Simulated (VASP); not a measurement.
# Re (Fm-3m) in VASP: further runs, part 2 of 3

VASP 6.6.1. The steps go on from the part before.

**4. Single point, BLYP (15.59 Å³/atom)**

This run uses another cell than the first one, of 15.59 Å³/atom.

Contents of INCAR:

```
AGGAC    = 1.0          
AGGAX    = 1.0          
ALDAC    = 0.0          
ALDAX    = 1.0          
ALGO     = Normal         # electronic algorithm
EDIFF    = 1E-6           # SCF threshold, eV
ENCUT    = 560            # plane-wave cutoff, eV
GGA      = B5             # functional
GGA_COMPAT= False        
ISIF     = 2              # what is computed and relaxed
ISMEAR   = -1             # smearing method
LASPH    = True           # aspherical terms in the spheres
LCHARG   = False          # write CHGCAR
LREAL    = False          # projectors in reciprocal space
LWAVE    = False          # write WAVECAR
NBANDS   = 14             # bands
NELM     = 120            # most SCF steps
PREC     = Accurate       # precision mode
SIGMA    = 0.1            # smearing width, eV
```

Contents of KPOINTS:

```
k-points
0
Gamma
  15 15 15
```

Contents of POSCAR:

```
Re
1.0
    0.0000000000      1.9826728723      1.9826728723
    1.9826728723      0.0000000000      1.9826728723
    1.9826728723      1.9826728723      0.0000000000
Re
1
Direct
    0.0000000000      0.0000000000      0.0000000000
```

Potentials or basis: VASP PAW PBE potentials, release 64 (Re_sv_GW).

Run with:

```sh
$ cat potpaw_PBE.64/Re_sv_GW/POTCAR > POTCAR
$ mpirun -np 1 vasp_std > vasp.out
```

OUTCAR:

```text
EDIFF = 1E-6
   ENCUT = 560
   GGA = B5
   ISIF = 2
   ISMEAR = -1
   LASPH = True
   LREAL = False
   NELM = 120
   PREC = Accurate

 ion  position               nearest neighbor table
   1  0.000  0.000  0.000-

  LATTYP: Found a face centered cubic cell.
 ALAT       =     3.9653457446

  Lattice vectors:

 A1 = (   0.0000000000,   1.9826728723,   1.9826728723)
 A2 = (   1.9826728723,   0.0000000000,   1.9826728723)
 A3 = (   1.9826728723,   1.9826728723,   0.0000000000)

Analysis of symmetry for initial positions (statically):
=====================================================================
 Subroutine PRICEL returns:
 Original cell was already a primitive cell.

 Routine SETGRP: Setting up the symmetry group for a
 face centered cubic supercell.

 Subroutine GETGRP returns: Found 48 space group operations
 (whereof 48 operations were pure point group operations)
 out of a pool of 48 trial point group operations.

The static configuration has the point symmetry O_h .

Analysis of symmetry for dynamics (positions and initial velocities):
=====================================================================
 Subroutine PRICEL returns:
 Original cell was already a primitive cell.

 Routine SETGRP: Setting up the symmetry group for a
 face centered cubic supercell.

 Subroutine GETGRP returns: Found 48 space group operations
 (whereof 48 operations were pure point group operations)
 out of a pool of 48 trial point group operations.

The dynamic configuration has the point symmetry O_h .

 Subroutine INISYM returns: Found 48 space group operations
 (whereof 48 operations are pure point group operations),
 and found     1 'primitive' translations

----------------------------------------------------------------------------------------

                                     Primitive cell

  volume of cell :      15.5877

  direct lattice vectors                    reciprocal lattice vectors
     0.000000000  1.982672872  1.982672872    -0.252184819  0.252184819  0.252184819
     1.982672872  0.000000000  1.982672872     0.252184819 -0.252184819  0.252184819
     1.982672872  1.982672872  0.000000000     0.252184819  0.252184819 -0.252184819

  length of vectors
     2.803922866  2.803922866  2.803922866     0.436796920  0.436796920  0.436796920

  position of ions in fractional coordinates (direct lattice)
     0.000000000  0.000000000  0.000000000

  ion indices of the primitive-cell ions
   primitive index   ion index
                 1           1

----------------------------------------------------------------------------------------

 KPOINTS: k-points

Automatic generation of k-mesh.
 Grid dimensions read from file:
 generate k-points for:   15   15   15

 Generating k-lattice:

  Cartesian coordinates                     Fractional coordinates (reciprocal lattice)
    -0.016812321  0.016812321  0.016812321     0.066666667  0.000000000  0.000000000
     0.016812321 -0.016812321  0.016812321     0.000000000  0.066666667  0.000000000
     0.016812321  0.016812321 -0.016812321     0.000000000  0.000000000  0.066666667

  Length of vectors
     0.029119795  0.029119795  0.029119795

  Shift w.r.t. Gamma in fractional coordinates (k-lattice)
     0.000000000  0.000000000  0.000000000

 Subroutine IBZKPT returns following result:
 ===========================================

 Found    120 irreducible k-points:

 Following reciprocal coordinates:
            Coordinates               Weight
  0.000000  0.000000  0.000000      1.000000
  0.066667  0.000000  0.000000      8.000000
  0.133333  0.000000  0.000000      8.000000
  0.200000  0.000000  0.000000      8.000000
  0.266667  0.000000  0.000000      8.000000
  0.333333  0.000000  0.000000      8.000000
[... 16 lines left out ...]
  0.133333  0.133333  0.000000      6.000000
  0.200000  0.133333  0.000000     24.000000
 [... further k-points ...]
   k-points           NKPTS =    120   k-points in BZ     NKDIM =    120   number of bands    NBANDS=     14
   number of dos      NEDOS =    301   number of ions     NIONS =      1
   total plane-waves  NPLWV =  13824
   dimension x,y,z NGX =    24 NGY =   24 NGZ =   24
   dimension x,y,z NGXF=    48 NGYF=   48 NGZF=   48
   ions per type =               1
   NGX,Y,Z   is equivalent  to a cutoff of  14.23, 14.23, 14.23 a.u.
   NGXF,Y,Z  is equivalent  to a cutoff of  28.46, 28.46, 28.46 a.u.
 SYSTEM =  unknown system
   PREC   = accura    normal or accurate (medium, high low for compatibility)
   ISTART =      0    job   : 0-new  1-cont  2-samecut
   ICHARG =      2    charge: 1-file 2-atom 10-const
   ISPIN  =      1    spin polarized calculation?
   LNONCOLLINEAR =      F non collinear calculations
   LSORBIT =      F    spin-orbit coupling
   LASPH  =      T    aspherical Exc in radial PAW
   ENCUT  =  560.0 eV  41.16 Ry    6.42 a.u.   5.41  5.41  5.41*2*pi/ulx,y,z
   NELM   =    120;   NELMIN=  2; NELMDL= -5     # of ELM steps
   EDIFF  = 0.1E-05   stopping-criterion for ELM
   LREAL  =      F    real-space projection
   EDIFFG = 0.1E-04   stopping-criterion for IOM
   NSW    =      0    number of steps for IOM
   IBRION =     -1    ionic relax: 0-MD 1-quasi-New 2-CG
   NFREE  =      0    steps in history (QN), initial steepest desc. (CG)
   ISIF   =      2    stress and relaxation
   ISYM   =      2    0-nonsym 1-usesym 2-fastsym
   POTIM  = 0.5000    time-step for ionic-motion
   TEBEG  =    0.0;   TEEND  =   0.0 temperature during run
   PSTRESS=    0.0 pullay stress
   NELECT =      15.0000    total number of electrons
   NUPDOWN=      -1.0000    fix difference up-down
   EMIN   =  10.00;   EMAX   =-10.00  energy-range for DOS
   EFERMI =   0.00;   METHOD = LEGACY
   ISMEAR =    -1;   SIGMA  =   0.10  broadening in eV -4-tet -1-fermi 0-gaus
   EFERMI_NEDOS =   21; number of points for ismear=-14 and -15
   IALGO  =     38    algorithm
   IMIX   =      4    mixing-type and parameters
     AMIX     =   0.40;   BMIX     =  1.00
     AMIX_MAG =   1.60;   BMIX_MAG =  1.00
  volume/ion in A,a.u.               =      15.59       105.19
  Fermi-wavevector in a.u.,A,eV,Ry     =   1.616259  3.054286 35.542389  2.612292
  Thomas-Fermi vector in A             =   2.710874
   LORBIT       =      0    0 simple, 1 ext, 2 COOP (PROOUT), +10 PAW based schemes
   GGA     = B5    functional components
   LHFCALC =     F    Hartree Fock is set to
   AEXX    =    0.0000 exact exchange contribution
   IVDW    =     0    specifies the selected vdW correction
   LEPSILON=     F    determine dielectric tensor
   LRPA    =     F    only Hartree local field effects (RPA)
 non-spin polarized calculation
  energy-cutoff  :      560.00
  volume of cell :       15.59
 maximum number of plane-waves:       489
 NGX is ok and might be reduce to    24
   NGX = 11   NGY = 11   NGZ = 11

 number of electron      15.0000001 magnetization

 Free energy of the ion-electron system (eV)
  ---------------------------------------------------
  ext. energy  EPLUGINS =         0.00000000
  ---------------------------------------------------
  free energy    TOTEN  =       -12.38218036 eV

  energy without entropy =      -12.35143608  energy(sigma->0) =      -12.36680822

 E-fermi :  12.8914     XC(G=0): -13.2106

 val. band max:       12.8748092232   @ k =   0.3333   0.2000   0.0000
 cond. band min:      12.8924255350   @ k =   0.2667   0.2000   0.0667
 fundamental gap:      0.0176163118
 Fermi energy:        12.8913535327

 k-point     1 :       0.0000    0.0000    0.0000
  band No.  band energies     occupation
      1     -66.8298      2.00000
      2     -28.3847      2.00000
      3     -28.3847      2.00000
      4     -28.3847      2.00000
      5       3.3883      2.00000
      6      11.1157      2.00000
      7      11.1157      2.00000
      8      11.1157      2.00000
      9      14.0222      0.00002
     10      14.0222      0.00002
     11      26.1802      0.00000
     12      31.4246      0.00000
     13      31.4246      0.00000
     14      31.4246      0.00000
[... 375 lines left out ...]
 k-point    24 :       0.2000    0.1333    0.0000
  band No.  band energies     occupation
      1     -66.7973      2.00000
      2     -28.6783      2.00000
      3     -28.4800      2.00000
      4     -28.4715      2.00000
      5       5.0223      2.00000
      6       9.9406      2.00000
      7      11.9066      1.99989
      8      12.0311      1.99963
      9      12.8144      1.36696
     10      14.5212      0.00000
     11      29.0498      0.00000
     12      29.4840      0.00000
     13      32.3633      0.00000
     14      32.8700      0.00000

 [... further k-points ...]
[... 5 lines left out ...]
  --------------------------------------------------------------------------------------
  -------------------------------------------------------------------------------------
  Total        0.0097660      0.0097660      0.0097660     -0.0000000      0.0000000      0.0000000
  in kB        1.0037950      1.0037950      1.0037950     -0.0000000      0.0000000      0.0000000
  external PRESSURE =       1.0037950 kB  Pullay stress =       0.0000000 kB

 VOLUME and BASIS-vectors are now :
 -----------------------------------------------------------------------------
  energy-cutoff  :      560.00
  volume of cell :       15.59
      direct lattice vectors                 reciprocal lattice vectors
     0.000000000  1.982672872  1.982672872    -0.252184819  0.252184819  0.252184819
     1.982672872  0.000000000  1.982672872     0.252184819 -0.252184819  0.252184819
     1.982672872  1.982672872  0.000000000     0.252184819  0.252184819 -0.252184819

 POSITION                                       TOTAL-FORCE (eV/Angst)
 -----------------------------------------------------------------------------------
      0.00000      0.00000      0.00000        -0.000000     -0.000000     -0.000000
 -----------------------------------------------------------------------------------
    total drift:                               -0.000000     -0.000000      0.000000

  FREE ENERGIE OF THE ION-ELECTRON SYSTEM (eV)
  ---------------------------------------------------
  free  energy   TOTEN  =       -12.3821803626 eV

  energy  without entropy=      -12.3514360829  energy(sigma->0) =      -12.36680822
```

Run time: 35 s. Hardware: 1 thread of AMD EPYC 7R13 (Zen 3), shared host; peak memory 0.14 GiB.

Results:

```yaml
Free_energy: -12.3822 eV
Pressure: 0.1 GPa
Band_gap_on_the_k_mesh: zero (an odd number of electrons rules out a gap without spin polarisation)
```

Caveat: the PAW data sets were made with another functional, which shifts forces and pressure a little; spin-orbit coupling is left out, which moves the levels of the heavy elements.

(Continued in part 3 of 3.)

The gap in the log of VASP goes by the Fermi energy; the results here count the filled bands.